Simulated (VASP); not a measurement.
Here is a VASP 6.6.1 calculation.

The input INCAR:

```
ALGO = Normal
EDIFF = 1E-6
ENCUT = 520
GGA = CA
ISIF = 2
ISMEAR = -1
ISPIN = 2
LASPH = True
LCHARG = False
LMAXMIX = 4
LORBIT = 11
LREAL = False
LWAVE = False
MAGMOM = 1.6 1.6
NBANDS = 21
NELM = 150
NUPDOWN = 3.2
PREC = Accurate
SIGMA = 0.05
```

File KPOINTS:

```
k-points
0
Gamma
  12 12 7
```

Contents of POSCAR:

```
Hf
1.0
    3.1967000000      0.0000000000      0.0000000000
   -1.5983500000      2.7684234083      0.0000000000
    0.0000000000      0.0000000000      5.0578000000
Hf
2
Direct
    0.3333333333      0.6666666667      0.2500000000
    0.6666666667      0.3333333333      0.7500000000
```

Potentials or basis: VASP PAW LDA potentials, release 64 (Hf_pv).

Launch:

```bash
$ cat potpaw_LDA.64/Hf_pv/POTCAR > POTCAR
$ mpirun -np 1 vasp_std > vasp.out
```

Task: Predict the pressure.

Result: -0.9 GPa.

Stress tensor (GPa, compression positive):
```
-4.13  0.00  0.00
 0.00 -4.13  0.00
 0.00  0.00  5.53
```

Caveat: the total moment is fixed, so each spin has its own Fermi level.
